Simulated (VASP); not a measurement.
## SiO2: single point with PBE

Crystal: SiO2.

```
CELL_PARAMETERS angstrom
4.59900 0.00000 0.00000
0.00000 4.59900 0.00000
0.00000 0.00000 6.13000
ATOMIC_POSITIONS crystal
Si 0.34124 0.34124 0.00000
Si 0.15876 0.84124 0.25000
Si 0.65876 0.65876 0.50000
Si 0.84124 0.15876 0.75000
O 0.22120 0.18474 0.21952
O 0.31526 0.72120 0.46952
O 0.77880 0.81526 0.71952
O 0.68474 0.27880 0.96952
O 0.72120 0.31526 0.53048
O 0.81526 0.77880 0.28048
O 0.27880 0.68474 0.03048
O 0.18474 0.22120 0.78048
```

| Property | Result |
| --- | --- |
| Program | VASP 6.6.1 |
| Task | single point |
| Functional | PBE |
| Potentials or basis | VASP PAW PBE potentials, release 64 (Si, O) |
| Cutoff | 520 eV |
| k mesh | 5 × 5 × 4 |
| Occupations | fermi-dirac, width 0.02 eV |
| Spin | no spin polarisation |
| Dipole correction | no |
| Further INCAR settings | ALGO = Normal; EDIFF = 1e-06; NBANDS = 44 |

```
Pressure               : 12.4 GPa
Largest force          : 0.021 eV/Å
Band gap on the k mesh : 5.92 eV
```

Forces on the atoms (eV/Å):
```
Si   0.015  0.015  0.000
Si  -0.015  0.015  0.000
Si  -0.015 -0.015  0.000
Si   0.015 -0.015  0.000
O   -0.003  0.010  0.014
O   -0.010 -0.003  0.014
O    0.003 -0.010  0.014
O    0.010  0.003  0.014
O   -0.003 -0.010 -0.014
O   -0.010  0.003 -0.014
O    0.003  0.010 -0.014
O    0.010 -0.003 -0.014
```

Stress tensor (GPa, compression positive):
```
12.47  0.00  0.00
 0.00 12.47  0.00
 0.00  0.00 12.14
```

Levels at points of the mesh, in eV from the valence-band top:
```tsv
k point	band 29	band 30	band 31	band 32	band 33	band 34	band 35	band 36
(0.00, 0.00, 0.00)	-1.21	-0.87	-0.87	0.00	5.92	8.79	8.79	8.94
(0.00, 0.00, 0.50)	-1.07	-1.07	-0.48	-0.48	7.48	7.48	8.81	8.81
```

It took 2.4 min on 1 thread of Intel Xeon 8259CL, with other jobs on the host, peak memory 0.26 GiB.

Caveat: the cell stands under pressure. A k mesh can miss the band edges.
